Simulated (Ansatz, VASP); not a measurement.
## Two plane-wave programs on MgO

INCAR

```
SYSTEM = MgO
PREC = Accurate ; ENCUT = 520
EDIFF = 1E-7 ; ISMEAR = 0
SIGMA = 0.05 ; LREAL = .FALSE.
LASPH = .TRUE. ; NELM = 60
ALGO = Normal ; ISIF = 2
LWAVE = .FALSE. ; LCHARG = .TRUE.
LELF = .TRUE. ; LVHAR = .TRUE.
NBANDS = 36
```

Contents of KPOINTS:

```
regular mesh
0
G
  4 4 4
  0 0 0
```

File POSCAR:

```
MgO
1.0
    5.5230736673      0.0000000000      0.0000000000
    0.0000000000      5.5230736673      0.0000000000
    0.0000000000      0.0000000000      5.5230736673
Mg O
6 6
Direct
    0.2500000000      0.0002535170      0.5000000000
    0.0000000000      0.4997464830      0.2500000000
    0.5000000000      0.7500000000      0.0000000000
    0.7500000000      0.0002535170      0.5000000000
    0.0000000000      0.4997464830      0.7500000000
    0.5000000000      0.2500000000      0.0000000000
    0.2500000000      0.5289721450      0.0000000000
    0.5000000000     -0.0289721450      0.2500000000
    0.0000000000      0.7500000000      0.5000000000
    0.7500000000      0.5289721450      0.0000000000
    0.5000000000     -0.0289721450      0.7500000000
    0.0000000000      0.2500000000      0.5000000000
```

Input for Ansatz:

```yaml
crystal:
  lattice:
    - [5.5230736673, 0.0, 0.0]
    - [0.0, 5.5230736673, 0.0]
    - [0.0, 0.0, 5.5230736673]
  atoms:
    - { symbol: Mg, position: [0.25, 0.000253517, 0.5] }
    - { symbol: Mg, position: [0.0, 0.499746483, 0.25] }
    - { symbol: Mg, position: [0.5, 0.75, 0.0] }
    - { symbol: Mg, position: [0.75, 0.000253517, 0.5] }
    - { symbol: Mg, position: [0.0, 0.499746483, 0.75] }
    - { symbol: Mg, position: [0.5, 0.25, 0.0] }
    - { symbol: O, position: [0.25, 0.528972145, 0.0] }
    - { symbol: O, position: [0.5, -0.028972145, 0.25] }
    - { symbol: O, position: [0.0, 0.75, 0.5] }
    - { symbol: O, position: [0.75, 0.528972145, 0.0] }
    - { symbol: O, position: [0.5, -0.028972145, 0.75] }
    - { symbol: O, position: [0.0, 0.25, 0.5] }
basis:
  ecutwfc: 520.0
kpoints:
  mp_grid: { grid: [4, 4, 4] }
hamiltonian:
  xc: lda
  pseudopotentials: { kind: paw, azcp: { folder: soft_1 } }
scf:
  occupations: { method: gaussian, width: 0.05 }
output:
  forces: true
  stress: true
  eigenvalues: true
```

Change from the starting cell: mode 14 frozen in at -0.058 Å and mode 24 at +0.115 Å (largest displacements).

Alike in both runs: task single point; functional LDA; k mesh 4 × 4 × 4; occupations gaussian, width 0.05 eV; no spin polarisation.

|  | VASP | Ansatz |
| --- | --- | --- |
| version | VASP 6.6.1 | Ansatz 0.2.0 |
| potentials or method | VASP PAW LDA potentials, release 64 (Mg, O), cutoff 520 eV | scalar-relativistic, plane waves, PAW |
| valence electrons in the cell | 48 | 96 |

Ansatz gave:

```
gap on the k mesh at the Fermi level (eV)                     : 2.71
least direct gap on the mesh (eV)                             : 2.71
pressure (GPa)                                                : 0.8
traceless stress, the component that is largest in VASP (GPa) : -0.41
rms of the force components (eV/Å)                            : 0.775
```

Problem. Which values does VASP return?

Solution. gap on the k mesh at the Fermi level (eV): 2.70; least direct gap on the mesh (eV): 2.70; pressure (GPa): 0.2; traceless stress, the component that is largest in VASP (GPa): -0.40; rms of the force components (eV/Å): 0.795.

Ansatz warns that its potentials were made for another functional, while VASP's fit it. LDA's correlation is that of Perdew and Zunger in VASP and of Perdew and Wang (1992) in Ansatz. Atom by atom the forces differ by 0.021 eV/Å (rms over components). VASP's potentials hold 48 valence electrons a cell and Ansatz's 96, so a difference there can come from the potentials and not from the codes.
